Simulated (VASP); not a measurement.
Lu: single point with PBEsol

Lu:

```
Lu
1.0
     0.00000    2.28910    2.28910
     2.28910    0.00000    2.28910
     2.28910    2.28910    0.00000
Lu
1
Direct
  0.00000 0.00000 0.00000
```

This isn't the form of Lu at room conditions, which is hcp.

```
Program                : VASP 6.6.1
Task                   : single point
Functional             : PBEsol
Potentials or basis    : VASP PAW PBE potentials, release 64 (Lu)
Cutoff                 : 520 eV
k mesh                 : 13 × 13 × 13
Occupations            : fermi-dirac, width 0.1 eV
Spin                   : no spin polarisation
Dipole correction      : no
Further INCAR settings : ALGO = Normal; EDIFF = 1e-06; NBANDS = 18
```

```json
{
 "Pressure": "7.6 GPa",
 "Band gap on the k mesh": "zero (an odd number of electrons rules out a gap without spin polarisation)"
}
```

Levels at points of the mesh, in eV from the Fermi level:
```csv
k point,band 8,band 9,band 10,band 11,band 12,band 13,band 14,band 15,band 16,band 17
"(0.00, 0.00, 0.00)",-4.68,-4.68,-4.55,-4.55,-4.55,2.41,2.41,2.41,5.38,5.38
```

It took 15 s on 1 thread of Intel(R) Xeon(R) Platinum 8375C CPU @ 2.90GHz (Ice Lake) (shared host), peak memory 0.17 GiB.

Caveat: the cell stands under pressure; the PAW data sets were made with another functional, which shifts forces and pressure a little; spin-orbit coupling is left out, which moves the levels of the heavy elements.
